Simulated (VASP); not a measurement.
# BiAu (rocksalt type) (Fm-3m) in VASP: a series of runs

Runs on BiAu (rocksalt type). Level: PBE. Tasks: electric field gradients.

Everything below comes from runs of VASP 6.6.1. Logs are shortened: lines on timing, memory, paths and dates and some standing lists are left out, and cuts for length are marked.

### Step 1. The cell of the first run

The structure is cubic, space group Fm-3m (No. 225). The conventional cell has a = 5.825 Å, b = 5.825 Å, c = 5.825 Å, α = 90.00°, β = 90.00°, γ = 90.00°. Au (site symmetry m-3m) has 6 Bi at 2.91 Å within 3.8 Å. Bi (site symmetry m-3m) has 6 Au at 2.91 Å within 3.8 Å.

### Step 2. Electric field gradients, PBE (volume scaled by 0.9405)

File INCAR:

```
PREC = Accurate
ENCUT = 400
EDIFF = 1E-8
ISMEAR = -1
SIGMA = 0.03
LREAL = False
LASPH = True
NELM = 120
ALGO = Normal
ISIF = 2
LWAVE = False
LCHARG = False
GGA = PE
LEFG = True
NBANDS = 20
GGA_COMPAT = False
```

File KPOINTS:

```
regular mesh
0
Gamma
  12 12 12
```

File POSCAR:

```
BiAu
1.0
    0.0000000000      2.9122895978      2.9122895978
    2.9122895978      0.0000000000      2.9122895978
    2.9122895978      2.9122895978      0.0000000000
Au Bi
1 1
Direct
    0.0000000000      0.0000000000      0.0000000000
    0.5000000000      0.5000000000      0.5000000000
```

Potentials or basis: VASP PAW PBE potentials, release 64 (Au, Bi_d).

Run with:

```sh
cat potpaw_PBE.64/Au/POTCAR potpaw_PBE.64/Bi_d/POTCAR > POTCAR
mpirun -np 1 vasp_std > vasp.out
```

OUTCAR:

```text
PREC = Accurate
   ENCUT = 400
   EDIFF = 1E-8
   ISMEAR = -1
   LREAL = False
   LASPH = True
   NELM = 120
   ISIF = 2
   GGA = PE

 ion  position               nearest neighbor table
   1  0.000  0.000  0.000-   2 2.91   2 2.91   2 2.91   2 2.91   2 2.91   2 2.91
   2  0.500  0.500  0.500-   1 2.91   1 2.91   1 2.91   1 2.91   1 2.91   1 2.91

  LATTYP: Found a face centered cubic cell.
 ALAT       =     5.8245791956

  Lattice vectors:

 A1 = (   0.0000000000,   2.9122895978,   2.9122895978)
 A2 = (   2.9122895978,   0.0000000000,   2.9122895978)
 A3 = (   2.9122895978,   2.9122895978,   0.0000000000)

Analysis of symmetry for initial positions (statically):
=====================================================================
 Subroutine PRICEL returns:
 Original cell was already a primitive cell.

 Routine SETGRP: Setting up the symmetry group for a
 face centered cubic supercell.

 Subroutine GETGRP returns: Found 48 space group operations
 (whereof 48 operations were pure point group operations)
 out of a pool of 48 trial point group operations.

The static configuration has the point symmetry O_h .

Analysis of symmetry for dynamics (positions and initial velocities):
=====================================================================
 Subroutine PRICEL returns:
 Original cell was already a primitive cell.

 Routine SETGRP: Setting up the symmetry group for a
 face centered cubic supercell.

 Subroutine GETGRP returns: Found 48 space group operations
 (whereof 48 operations were pure point group operations)
 out of a pool of 48 trial point group operations.

The dynamic configuration has the point symmetry O_h .

 Subroutine INISYM returns: Found 48 space group operations
 (whereof 48 operations are pure point group operations),
 and found     1 'primitive' translations

----------------------------------------------------------------------------------------

                                     Primitive cell

  volume of cell :      49.4008

  direct lattice vectors                    reciprocal lattice vectors
     0.000000000  2.912289598  2.912289598    -0.171686223  0.171686223  0.171686223
     2.912289598  0.000000000  2.912289598     0.171686223 -0.171686223  0.171686223
     2.912289598  2.912289598  0.000000000     0.171686223  0.171686223 -0.171686223

  length of vectors
     4.118599447  4.118599447  4.118599447     0.297369260  0.297369260  0.297369260

  position of ions in fractional coordinates (direct lattice)
     0.000000000  0.000000000  0.000000000
     0.500000000  0.500000000  0.500000000

  ion indices of the primitive-cell ions
   primitive index   ion index
                 1           1
                 2           2

----------------------------------------------------------------------------------------

 KPOINTS: regular mesh

Automatic generation of k-mesh.
 Grid dimensions read from file:
 generate k-points for:   12   12   12

 Generating k-lattice:

  Cartesian coordinates                     Fractional coordinates (reciprocal lattice)
    -0.014307185  0.014307185  0.014307185     0.083333333  0.000000000  0.000000000
     0.014307185 -0.014307185  0.014307185     0.000000000  0.083333333  0.000000000
     0.014307185  0.014307185 -0.014307185     0.000000000  0.000000000  0.083333333

  Length of vectors
     0.024780772  0.024780772  0.024780772

  Shift w.r.t. Gamma in fractional coordinates (k-lattice)
     0.000000000  0.000000000  0.000000000

 Subroutine IBZKPT returns following result:
 ===========================================

 Found     72 irreducible k-points:

 Following reciprocal coordinates:
            Coordinates               Weight
  0.000000  0.000000  0.000000      1.000000
  0.083333  0.000000  0.000000      8.000000
  0.166667  0.000000  0.000000      8.000000
  0.250000  0.000000  0.000000      8.000000
  0.333333  0.000000  0.000000      8.000000
  0.416667  0.000000  0.000000      8.000000
[... 16 lines left out ...]
  0.500000  0.166667  0.000000     24.000000
 -0.416667  0.166667  0.000000     24.000000
 [... further k-points ...]
   k-points           NKPTS =     72   k-points in BZ     NKDIM =     72   number of bands    NBANDS=     20
   number of dos      NEDOS =    301   number of ions     NIONS =      2
   total plane-waves  NPLWV =  21952
   dimension x,y,z NGX =    28 NGY =   28 NGZ =   28
   dimension x,y,z NGXF=    56 NGYF=   56 NGZF=   56
   ions per type =               1   1
   NGX,Y,Z   is equivalent  to a cutoff of  11.30, 11.30, 11.30 a.u.
   NGXF,Y,Z  is equivalent  to a cutoff of  22.60, 22.60, 22.60 a.u.
 SYSTEM =  unknown system
   PREC   = accura    normal or accurate (medium, high low for compatibility)
   ISTART =      0    job   : 0-new  1-cont  2-samecut
   ICHARG =      2    charge: 1-file 2-atom 10-const
   ISPIN  =      1    spin polarized calculation?
   LNONCOLLINEAR =      F non collinear calculations
   LSORBIT =      F    spin-orbit coupling
   LASPH  =      T    aspherical Exc in radial PAW
   ENCUT  =  400.0 eV  29.40 Ry    5.42 a.u.   6.72  6.72  6.72*2*pi/ulx,y,z
   NELM   =    120;   NELMIN=  2; NELMDL= -5     # of ELM steps
   EDIFF  = 0.1E-07   stopping-criterion for ELM
   LREAL  =      F    real-space projection
   EDIFFG = 0.1E-06   stopping-criterion for IOM
   NSW    =      0    number of steps for IOM
   IBRION =     -1    ionic relax: 0-MD 1-quasi-New 2-CG
   NFREE  =      0    steps in history (QN), initial steepest desc. (CG)
   ISIF   =      2    stress and relaxation
   ISYM   =      2    0-nonsym 1-usesym 2-fastsym
   POTIM  = 0.5000    time-step for ionic-motion
   TEBEG  =    0.0;   TEEND  =   0.0 temperature during run
   PSTRESS=    0.0 pullay stress
   NELECT =      26.0000    total number of electrons
   NUPDOWN=      -1.0000    fix difference up-down
   EMIN   =  10.00;   EMAX   =-10.00  energy-range for DOS
   EFERMI =   0.00;   METHOD = LEGACY
   ISMEAR =    -1;   SIGMA  =   0.03  broadening in eV -4-tet -1-fermi 0-gaus
   EFERMI_NEDOS =   21; number of points for ismear=-14 and -15
   IALGO  =     38    algorithm
   IMIX   =      4    mixing-type and parameters
     AMIX     =   0.40;   BMIX     =  1.00
     AMIX_MAG =   1.60;   BMIX_MAG =  1.00
  volume/ion in A,a.u.               =      24.70       166.69
  Fermi-wavevector in a.u.,A,eV,Ry     =   1.321766  2.497776 23.770283  1.747067
  Thomas-Fermi vector in A             =   2.451496
   LORBIT       =      0    0 simple, 1 ext, 2 COOP (PROOUT), +10 PAW based schemes
   GGA     = PE    functional components
   LHFCALC =     F    Hartree Fock is set to
   AEXX    =    0.0000 exact exchange contribution
   IVDW    =     0    specifies the selected vdW correction
   LEPSILON=     F    determine dielectric tensor
   LRPA    =     F    only Hartree local field effects (RPA)
 non-spin polarized calculation
  energy-cutoff  :      400.00
  volume of cell :       49.40
 maximum number of plane-waves:       934
   NGX = 13   NGY = 13   NGZ = 13

 number of electron      26.0000006 magnetization

 Free energy of the ion-electron system (eV)
  ---------------------------------------------------
  ext. energy  EPLUGINS =         0.00000000
  ---------------------------------------------------
  free energy    TOTEN  =        -7.10395907 eV

  energy without entropy =       -7.10121559  energy(sigma->0) =       -7.10258733

 E-fermi :   8.1011     XC(G=0): -10.9340

 val. band max:        8.0466286714   @ k =  -0.1667   0.1667   0.0000
 cond. band min:       8.1186882548   @ k =  -0.4167   0.3333   0.0000
 fundamental gap:      0.0720595834
 Fermi energy:         8.1011286367

 k-point     1 :       0.0000    0.0000    0.0000
  band No.  band energies     occupation
      1     -14.8424      2.00000
      2     -14.8424      2.00000
      3     -14.8138      2.00000
      4     -14.8138      2.00000
      5     -14.8138      2.00000
      6      -4.6735      2.00000
[... 12 lines left out ...]
     19      16.9540      0.00000
     20      17.7596      0.00000

 k-point     2 :       0.0833    0.0000    0.0000
  band No.  band energies     occupation
      1     -14.8414      2.00000
      2     -14.8414      2.00000
      3     -14.8132      2.00000
      4     -14.8123      2.00000
      5     -14.8123      2.00000
      6      -4.5916      2.00000
[... 12 lines left out ...]
     19      16.5758      0.00000
     20      17.9486      0.00000
[... 465 lines left out ...]
      3     -14.8049      2.00000
      4     -14.7903      2.00000
      5     -14.7845      2.00000
      6      -2.9483      2.00000
[... 12 lines left out ...]
     19      17.7429      0.00000
     20      21.1607      0.00000

 k-point    24 :      -0.4167    0.1667    0.0000
  band No.  band energies     occupation
      1     -14.8366      2.00000
      2     -14.8268      2.00000
      3     -14.8017      2.00000
      4     -14.7905      2.00000
      5     -14.7862      2.00000
      6      -2.8846      2.00000
[... 12 lines left out ...]
     19      18.8609      0.00000
     20      20.0046      0.00000

 [... further k-points ...]
[... 5 lines left out ...]
  --------------------------------------------------------------------------------------
  -------------------------------------------------------------------------------------
  Total        1.5447695      1.5447695      1.5447695      0.0000000      0.0000000     -0.0000000
  in kB       50.1003322     50.1003322     50.1003322      0.0000000      0.0000000     -0.0000000
  external PRESSURE =      50.1003322 kB  Pullay stress =       0.0000000 kB

 VOLUME and BASIS-vectors are now :
 -----------------------------------------------------------------------------
  energy-cutoff  :      400.00
  volume of cell :       49.40
      direct lattice vectors                 reciprocal lattice vectors
     0.000000000  2.912289598  2.912289598    -0.171686223  0.171686223  0.171686223
     2.912289598  0.000000000  2.912289598     0.171686223 -0.171686223  0.171686223
     2.912289598  2.912289598  0.000000000     0.171686223  0.171686223 -0.171686223

 POSITION                                       TOTAL-FORCE (eV/Angst)
 -----------------------------------------------------------------------------------
      0.00000      0.00000      0.00000         0.000000     -0.000000     -0.000000
      2.91229      2.91229      2.91229         0.000000      0.000000      0.000000
 -----------------------------------------------------------------------------------
    total drift:                                0.000000      0.000000      0.000000

  FREE ENERGIE OF THE ION-ELECTRON SYSTEM (eV)
  ---------------------------------------------------
  free  energy   TOTEN  =        -7.1039590723 eV

  energy  without entropy=       -7.1012155886  energy(sigma->0) =       -7.10258733

 Electric field gradients (V/A^2)
---------------------------------------------------------------------
 ion       V_xx      V_yy      V_zz      V_xy      V_xz      V_yz
---------------------------------------------------------------------
   1       0.000    -0.000     0.000     0.001     0.001     0.001
   2      -0.000    -0.000     0.000     0.002     0.002     0.002
---------------------------------------------------------------------

 Electric field gradients after diagonalization (V/A^2)
 (convention: |V_zz| > |V_xx| > |V_yy|)
----------------------------------------------------------------------
 ion       V_xx      V_yy      V_zz     asymmetry (V_yy - V_xx)/ V_zz
----------------------------------------------------------------------
   1      -0.001    -0.001     0.001       0.000
   2      -0.002    -0.002     0.004       0.000
----------------------------------------------------------------------

           NMR quadrupolar parameters

 Cq : quadrupolar parameter    Cq=e*Q*V_zz/h
 eta: asymmetry parameters     (V_yy - V_xx)/ V_zz
 Q  : nuclear electric quadrupole moment in mb (millibarn)
----------------------------------------------------------------------
 ion       Cq(MHz)       eta       Q (mb)
----------------------------------------------------------------------
   1       0.000       0.000       1.000
   2       0.000       0.000       1.000
----------------------------------------------------------------------
```

Wall time 37 s (1 thread of Intel Xeon Platinum 8488C (Sapphire Rapids), shared host); peak memory 0.19 GiB.

What came out:

| Quantity | Value |
| --- | --- |
| Free energy | -7.1040 eV |
| Pressure | 5.0 GPa |
| Band gap on the k mesh | zero (band 13 reaches 11.25 eV, above the bottom of band 14 at 5.58 eV) |

Caveat: without QUAD_EFG the Cq values of the log hold for a quadrupole moment of 1 mb, not for the nuclei; spin-orbit coupling is left out, which moves the levels of the heavy elements.

[end of part 1 of 3]
